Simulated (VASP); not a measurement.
# SnSe (Fm-3m) in VASP: a series of runs

SnSe is run at these levels: PBEsol; tasks: single point.

Everything below comes from runs of VASP 6.6.1. Logs are shortened: lines on timing, memory, paths and dates and some standing lists are left out, and cuts for length are marked.

**1. The cell of the first run**

The structure is cubic, space group Fm-3m (No. 225). The conventional cell has a = 5.769 Å, b = 5.769 Å, c = 5.769 Å, α = 90.00°, β = 90.00°, γ = 90.00°. Sn (site symmetry m-3m) has 6 Se at 2.88 Å within 3.8 Å. Se (site symmetry m-3m) has 6 Sn at 2.88 Å within 3.8 Å.

**2. Single point, PBEsol**

Input file INCAR:

```
  ALGO = Normal
  EDIFF = 1E-6
  ENCUT = 520
  GGA = PS
  ISIF = 2
  ISMEAR = 1
  LASPH = T
  LCHARG = F
  LREAL = F
  LWAVE = F
  NBANDS = 17
  NELM = 60
  PREC = Accurate
  SIGMA = 0.1
```

Input file KPOINTS:

```
k-points
0
Gamma
  6 6 6
```

Input file POSCAR:

```
SnSe
1.0
    0.0000000000      2.8844347540      2.8844347540
    2.8844347540      0.0000000000      2.8844347540
    2.8844347540      2.8844347540      0.0000000000
Sn Se
1 1
Direct
    0.0000000000      0.0000000000      0.0000000000
    0.5000000000      0.5000000000      0.5000000000
```

Potentials or basis: VASP PAW PBE potentials, release 64 (Sn_d, Se).

Launch:

```
cat potpaw_PBE.64/Sn_d/POTCAR potpaw_PBE.64/Se/POTCAR > POTCAR
mpirun -np 1 vasp_std > vasp.out
```

OUTCAR:

```text
EDIFF = 1E-6
   ENCUT = 520
   GGA = PS
   ISIF = 2
   ISMEAR = 1
   LASPH = T
   LREAL = F
   NELM = 60
   PREC = Accurate

 ion  position               nearest neighbor table
   1  0.000  0.000  0.000-   2 2.88   2 2.88   2 2.88   2 2.88   2 2.88   2 2.88
   2  0.500  0.500  0.500-   1 2.88   1 2.88   1 2.88   1 2.88   1 2.88   1 2.88

  LATTYP: Found a face centered cubic cell.
 ALAT       =     5.7688695080

  Lattice vectors:

 A1 = (   0.0000000000,   2.8844347540,   2.8844347540)
 A2 = (   2.8844347540,   0.0000000000,   2.8844347540)
 A3 = (   2.8844347540,   2.8844347540,   0.0000000000)

Analysis of symmetry for initial positions (statically):
=====================================================================
 Subroutine PRICEL returns:
 Original cell was already a primitive cell.

 Routine SETGRP: Setting up the symmetry group for a
 face centered cubic supercell.

 Subroutine GETGRP returns: Found 48 space group operations
 (whereof 48 operations were pure point group operations)
 out of a pool of 48 trial point group operations.

The static configuration has the point symmetry O_h .

Analysis of symmetry for dynamics (positions and initial velocities):
=====================================================================
 Subroutine PRICEL returns:
 Original cell was already a primitive cell.

 Routine SETGRP: Setting up the symmetry group for a
 face centered cubic supercell.

 Subroutine GETGRP returns: Found 48 space group operations
 (whereof 48 operations were pure point group operations)
 out of a pool of 48 trial point group operations.

The dynamic configuration has the point symmetry O_h .

 Subroutine INISYM returns: Found 48 space group operations
 (whereof 48 operations are pure point group operations),
 and found     1 'primitive' translations

----------------------------------------------------------------------------------------

                                     Primitive cell

  volume of cell :      47.9968

  direct lattice vectors                    reciprocal lattice vectors
     0.000000000  2.884434754  2.884434754    -0.173344188  0.173344188  0.173344188
     2.884434754  0.000000000  2.884434754     0.173344188 -0.173344188  0.173344188
     2.884434754  2.884434754  0.000000000     0.173344188  0.173344188 -0.173344188

  length of vectors
     4.079206749  4.079206749  4.079206749     0.300240941  0.300240941  0.300240941

  position of ions in fractional coordinates (direct lattice)
     0.000000000  0.000000000  0.000000000
     0.500000000  0.500000000  0.500000000

  ion indices of the primitive-cell ions
   primitive index   ion index
                 1           1
                 2           2

----------------------------------------------------------------------------------------

 KPOINTS: k-points

Automatic generation of k-mesh.
 Grid dimensions read from file:
 generate k-points for:    6    6    6

 Generating k-lattice:

  Cartesian coordinates                     Fractional coordinates (reciprocal lattice)
    -0.028890698  0.028890698  0.028890698     0.166666667  0.000000000  0.000000000
     0.028890698 -0.028890698  0.028890698     0.000000000  0.166666667  0.000000000
     0.028890698  0.028890698 -0.028890698     0.000000000  0.000000000  0.166666667

  Length of vectors
     0.050040157  0.050040157  0.050040157

  Shift w.r.t. Gamma in fractional coordinates (k-lattice)
     0.000000000  0.000000000  0.000000000

 Subroutine IBZKPT returns following result:
 ===========================================

 Found     16 irreducible k-points:

 Following reciprocal coordinates:
            Coordinates               Weight
  0.000000  0.000000  0.000000      1.000000
  0.166667  0.000000  0.000000      8.000000
  0.333333  0.000000  0.000000      8.000000
  0.500000  0.000000  0.000000      4.000000
  0.166667  0.166667  0.000000      6.000000
  0.333333  0.166667  0.000000     24.000000
[... 8 lines left out ...]
 -0.333333  0.333333  0.166667     24.000000
 -0.333333  0.500000  0.166667     12.000000
   k-points           NKPTS =     16   k-points in BZ     NKDIM =     16   number of bands    NBANDS=     17
   number of dos      NEDOS =    301   number of ions     NIONS =      2
   total plane-waves  NPLWV =  27000
   dimension x,y,z NGX =    30 NGY =   30 NGZ =   30
   dimension x,y,z NGXF=    60 NGYF=   60 NGZF=   60
   ions per type =               1   1
   NGX,Y,Z   is equivalent  to a cutoff of  12.23, 12.23, 12.23 a.u.
   NGXF,Y,Z  is equivalent  to a cutoff of  24.45, 24.45, 24.45 a.u.
 SYSTEM =  unknown system
   PREC   = accura    normal or accurate (medium, high low for compatibility)
   ISTART =      0    job   : 0-new  1-cont  2-samecut
   ICHARG =      2    charge: 1-file 2-atom 10-const
   ISPIN  =      1    spin polarized calculation?
   LNONCOLLINEAR =      F non collinear calculations
   LSORBIT =      F    spin-orbit coupling
   LASPH  =      T    aspherical Exc in radial PAW
   ENCUT  =  520.0 eV  38.22 Ry    6.18 a.u.   7.58  7.58  7.58*2*pi/ulx,y,z
   NELM   =     60;   NELMIN=  2; NELMDL= -5     # of ELM steps
   EDIFF  = 0.1E-05   stopping-criterion for ELM
   LREAL  =      F    real-space projection
   EDIFFG = 0.1E-04   stopping-criterion for IOM
   NSW    =      0    number of steps for IOM
   IBRION =     -1    ionic relax: 0-MD 1-quasi-New 2-CG
   NFREE  =      0    steps in history (QN), initial steepest desc. (CG)
   ISIF   =      2    stress and relaxation
   ISYM   =      2    0-nonsym 1-usesym 2-fastsym
   POTIM  = 0.5000    time-step for ionic-motion
   TEBEG  =    0.0;   TEEND  =   0.0 temperature during run
   PSTRESS=    0.0 pullay stress
   NELECT =      20.0000    total number of electrons
   NUPDOWN=      -1.0000    fix difference up-down
   EMIN   =  10.00;   EMAX   =-10.00  energy-range for DOS
   EFERMI =   0.00;   METHOD = LEGACY
   ISMEAR =     1;   SIGMA  =   0.10  broadening in eV -4-tet -1-fermi 0-gaus
   EFERMI_NEDOS =   21; number of points for ismear=-14 and -15
   IALGO  =     38    algorithm
   IMIX   =      4    mixing-type and parameters
     AMIX     =   0.40;   BMIX     =  1.00
     AMIX_MAG =   1.60;   BMIX_MAG =  1.00
  volume/ion in A,a.u.               =      24.00       161.95
  Fermi-wavevector in a.u.,A,eV,Ry     =   1.222778  2.310714 20.343225  1.495185
  Thomas-Fermi vector in A             =   2.357912
   LORBIT       =      0    0 simple, 1 ext, 2 COOP (PROOUT), +10 PAW based schemes
   GGA     = PS    functional components
   LHFCALC =     F    Hartree Fock is set to
   AEXX    =    0.0000 exact exchange contribution
   IVDW    =     0    specifies the selected vdW correction
   LEPSILON=     F    determine dielectric tensor
   LRPA    =     F    only Hartree local field effects (RPA)
 non-spin polarized calculation
 Methfessel and Paxton  Order N= 1 SIGMA  =   0.10
  energy-cutoff  :      520.00
  volume of cell :       48.00
 maximum number of plane-waves:      1308
   NGX = 15   NGY = 15   NGZ = 15

 number of electron      19.9999992 magnetization

 Free energy of the ion-electron system (eV)
  ---------------------------------------------------
  ext. energy  EPLUGINS =         0.00000000
  ---------------------------------------------------
  free energy    TOTEN  =        -8.93614913 eV

  energy without entropy =       -8.93659010  energy(sigma->0) =       -8.93629612

 E-fermi :   6.8609     XC(G=0): -10.3699

 val. band max:        6.7808086536   @ k =  -0.1667   0.1667   0.0000
 cond. band min:       8.0087622379   @ k =  -0.3333   0.1667   0.0000
 fundamental gap:      1.2279535843
 Fermi energy:         6.8609135698

 k-point     1 :       0.0000    0.0000    0.0000
  band No.  band energies     occupation
      1     -14.5655      2.00000
      2     -14.5655      2.00000
      3     -14.5588      2.00000
      4     -14.5588      2.00000
      5     -14.5588      2.00000
      6      -7.8895      2.00000
[... 9 lines left out ...]
     16      12.5863      0.00000
     17      14.7963      0.00000

 k-point     2 :       0.1667    0.0000    0.0000
  band No.  band energies     occupation
      1     -14.5686      2.00000
      2     -14.5686      2.00000
      3     -14.5580      2.00000
      4     -14.5539      2.00000
      5     -14.5539      2.00000
      6      -7.6476      2.00000
[... 9 lines left out ...]
     16      13.3019      0.00000
     17      16.9913      0.00000

 k-point     3 :       0.3333    0.0000    0.0000
  band No.  band energies     occupation
      1     -14.5761      2.00000
      2     -14.5761      2.00000
      3     -14.5565      2.00000
      4     -14.5429      2.00000
      5     -14.5429      2.00000
      6      -7.0472      2.00000
[... 9 lines left out ...]
     16      15.0861      0.00000
     17      19.6119      0.00000

 k-point     4 :       0.5000    0.0000    0.0000
  band No.  band energies     occupation
      1     -14.5799      2.00000
      2     -14.5799      2.00000
      3     -14.5558      2.00000
      4     -14.5372      2.00000
      5     -14.5372      2.00000
      6      -6.6442      2.00000
[... 9 lines left out ...]
     16      17.2769      0.00000
     17      17.5600      0.00000
[... 183 lines left out ...]
      1     -14.5963      2.00000
      2     -14.5660      2.00000
      3     -14.5588      2.00000
      4     -14.5400      2.00000
      5     -14.5364      2.00000
      6      -6.5957      2.00000
[... 9 lines left out ...]
     16      17.1536      0.00000
     17      17.9159      0.00000

 k-point    15 :      -0.3333    0.3333    0.1667
  band No.  band energies     occupation
      1     -14.5993      2.00000
      2     -14.5683      2.00000
      3     -14.5501      2.00000
      4     -14.5473      2.00000
      5     -14.5320      2.00000
      6      -6.3082      2.00000
[... 9 lines left out ...]
     16      18.6538      0.00000
     17      18.7766      0.00000

 k-point    16 :      -0.3333    0.5000    0.1667
  band No.  band energies     occupation
      1     -14.6116      2.00000
      2     -14.5608      2.00000
      3     -14.5607      2.00000
      4     -14.5391      2.00000
      5     -14.5280      2.00000
      6      -6.1911      2.00000
[... 9 lines left out ...]
     16      18.8104      0.00000
     17      19.9909      0.00000

------------------------ aborting loop because EDIFF is reached ----------------------------------------

  FORCE on cell =-STRESS in cart. coord.  units (eV):
  Direction    XX          YY          ZZ          XY          YZ          ZX
  --------------------------------------------------------------------------------------
  -------------------------------------------------------------------------------------
  Total        1.7371578      1.7371578      1.7371578     -0.0000000      0.0000000      0.0000000
  in kB       57.9879432     57.9879432     57.9879432     -0.0000000      0.0000000      0.0000000
  external PRESSURE =      57.9879432 kB  Pullay stress =       0.0000000 kB

 VOLUME and BASIS-vectors are now :
 -----------------------------------------------------------------------------
  energy-cutoff  :      520.00
  volume of cell :       48.00
      direct lattice vectors                 reciprocal lattice vectors
     0.000000000  2.884434754  2.884434754    -0.173344188  0.173344188  0.173344188
     2.884434754  0.000000000  2.884434754     0.173344188 -0.173344188  0.173344188
     2.884434754  2.884434754  0.000000000     0.173344188  0.173344188 -0.173344188

 POSITION                                       TOTAL-FORCE (eV/Angst)
 -----------------------------------------------------------------------------------
      0.00000      0.00000      0.00000         0.000000      0.000000      0.000000
      2.88443      2.88443      2.88443        -0.000000     -0.000000     -0.000000
 -----------------------------------------------------------------------------------
    total drift:                               -0.000000      0.000000      0.000000

  FREE ENERGIE OF THE ION-ELECTRON SYSTEM (eV)
  ---------------------------------------------------
  free  energy   TOTEN  =        -8.9361491273 eV

  energy  without entropy=       -8.9365901007  energy(sigma->0) =       -8.93629612
```

Wall time 9 s (1 thread of Intel Xeon Platinum 8559C (Emerald Rapids), shared host); peak memory 0.17 GiB.

What came out:

* Free energy: -8.9361 eV
* Pressure: 5.8 GPa
* Band gap on the k mesh: 1.23 eV, indirect (least direct gap 1.27 eV)

Levels at points of the mesh, in eV from the valence-band top:
| k point | band 6 | band 7 | band 8 | band 9 | band 10 | band 11 | band 12 | band 13 | band 14 | band 15 |
| --- | --- | --- | --- | --- | --- | --- | --- | --- | --- | --- |
| (0.00, 0.00, 0.00) | -14.67 | -4.49 | -2.41 | -2.41 | -2.41 | 4.94 | 4.94 | 4.94 | 5.81 | 5.81 |
| (0.50, 0.00, 0.00) | -13.43 | -8.65 | -2.13 | -2.13 | -0.02 | 1.25 | 1.27 | 1.27 | 8.65 | 10.50 |
| (0.50, 0.50, 0.00) | -13.00 | -6.28 | -5.92 | -4.13 | -4.13 | 2.63 | 6.23 | 6.23 | 6.94 | 11.04 |

Caveat: the PAW data sets were made with another functional, which shifts forces and pressure a little; spin-orbit coupling is left out, which moves the levels of the heavy elements.

**3. Single point, PBEsol**

This run uses another cell than the first one, of 25.09 Å³/atom, 1.045 times its volume.

Input file INCAR:

```
SYSTEM = SnSe
  PREC = Accurate
  ENCUT = 520
  EDIFF = 1E-6
  ISMEAR = 1
  SIGMA = 0.1
  LREAL = .FALSE.
  LASPH = .TRUE.
  NELM = 100
  ALGO = Normal
  ISIF = 2
  LWAVE = .FALSE.
  LCHARG = .TRUE.
  GGA = PS
  LELF = .TRUE.
  LVHAR = .TRUE.
  NBANDS = 17
```

Input file KPOINTS:

```
Automatic mesh
0
G
  6 6 6
  0 0 0
```

Input file POSCAR:

```
SnSe
1.0
    0.0000000000      2.9274923669      2.9274923669
    2.9274923669      0.0000000000      2.9274923669
    2.9274923669      2.9274923669      0.0000000000
Sn Se
1 1
Direct
    0.0000000000      0.0000000000      0.0000000000
    0.5000000000      0.5000000000      0.5000000000
```

Potentials or basis: VASP PAW PBE potentials, release 64 (Sn_d, Se).

Launch:

```
cat potpaw_PBE.64/Sn_d/POTCAR potpaw_PBE.64/Se/POTCAR > POTCAR
mpirun -np 1 vasp_std > vasp.out
```

It took 8.4 s on 1 thread of Intel Xeon Platinum 8559C (Emerald Rapids), shared host; peak memory 0.17 GiB.

Results (log left out):

* Free energy: -8.9928 eV
* Pressure: 2.5 GPa
* Band gap on the k mesh: 1.04 eV, direct

Levels at points of the mesh, in eV from the valence-band top:
```csv
k point,band 8,band 9,band 10,band 11,band 12,band 13
"(0.00, 0.00, 0.00)",-2.29,-2.29,-2.29,4.75,4.75,4.75
"(0.50, 0.00, 0.00)",-2.02,-2.02,0.00,1.04,1.30,1.30
"(0.50, 0.50, 0.00)",-5.91,-3.91,-3.91,2.78,5.95,5.95
```

Caveat: the PAW data sets were made with another functional, which shifts forces and pressure a little; spin-orbit coupling is left out, which moves the levels of the heavy elements. A k mesh can miss the band edges.
